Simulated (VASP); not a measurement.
A run of VASP 6.6.1 is set up as follows.

Contents of INCAR:

```
SYSTEM = TaN
PREC = Accurate ; ENCUT = 600
EDIFF = 1E-7 ; ISMEAR = -1
SIGMA = 0.08 ; LREAL = .FALSE.
LASPH = .TRUE. ; NELM = 60
ALGO = Normal ; ISIF = 3
LWAVE = .FALSE. ; LCHARG = .FALSE.
GGA = PE ; IBRION = 2
NSW = 60 ; EDIFFG = -0.005
PSTRESS = 2100.0
```

Contents of KPOINTS:

```
Automatic mesh
0
G
  13 13 7
  0 0 0
```

File POSCAR:

```
TaN
1.0
    2.8579505673      0.0000000000      0.0000000000
   -1.4289752837      2.4750577941      0.0000000000
    0.0000000000      0.0000000000      4.4298233794
N Ta
2 2
Direct
    0.0000000000      0.0000000000      0.0000000000
    0.0000000000      0.0000000000      0.5000000000
    0.3333333333      0.6666666667      0.2500000000
    0.6666666667      0.3333333333      0.7500000000
```

Potentials or basis: VASP PAW PBE potentials, release 64 (N, Ta_pv).

Launch:

```sh
$ cat potpaw_PBE.64/N/POTCAR potpaw_PBE.64/Ta_pv/POTCAR > POTCAR
$ mpirun -np 1 vasp_std > vasp.out
```

(1) What does it give for the space group after relaxing (to 0.1 Å)?

(2) Predict the relaxed volume.

(3) What does it give for the relaxed cell?

Results:

(1) P6_3/mmc (No. 194).

(2) 7.85 Å³/atom.

(3) a = 2.681 Å, b = 2.681 Å, c = 5.044 Å, α = 90.00°, β = 90.00°, γ = 120.00°.

Caveat: the cell is relaxed towards a set pressure, so the run minimises the enthalpy, not the energy.
